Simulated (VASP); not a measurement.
A run of VASP 6.6.1 is set up as follows.

Contents of INCAR:

```
  ALGO = Normal
  EDIFF = 1E-6
  ENCUT = 500
  GGA = PS
  GGA_COMPAT = F
  ISIF = 2
  ISMEAR = 1
  LASPH = T
  LCHARG = T
  LELF = T
  LREAL = F
  LVHAR = T
  LWAVE = F
  NBANDS = 14
  NELM = 120
  PREC = Accurate
  SIGMA = 0.1
```

Contents of KPOINTS:

```
k-points
0
Gamma
  4 4 4
```

The input POSCAR:

```
Al
1.0
    4.0209467305      0.0000000000      0.0000000000
    0.0000000000      4.0209467305      0.0000000000
    0.0000000000      0.0000000000      4.0209467305
Al
4
Direct
    0.0000000000      0.0000000000      0.0000000000
    0.0000000000      0.5000000000      0.5000000000
    0.5000000000      0.0000000000      0.5000000000
    0.5000000000      0.5000000000      0.0000000000
```

Potentials or basis: VASP PAW PBE potentials, release 64 (Al).

The run is started by

```console
$ cat potpaw_PBE.64/Al/POTCAR > POTCAR
$ mpirun -np 1 vasp_std > vasp.out
```

Problem. Predict the pressure.

Solution. 0.2 GPa.

Problem. Predict the band gap on the k mesh.

Solution. Zero (band 6 reaches 9.34 eV, above the bottom of band 7 at 3.71 eV).

Caveat: the k points lie up to 0.39 Å⁻¹ apart; the PAW data sets were made with another functional, which shifts forces and pressure a little.
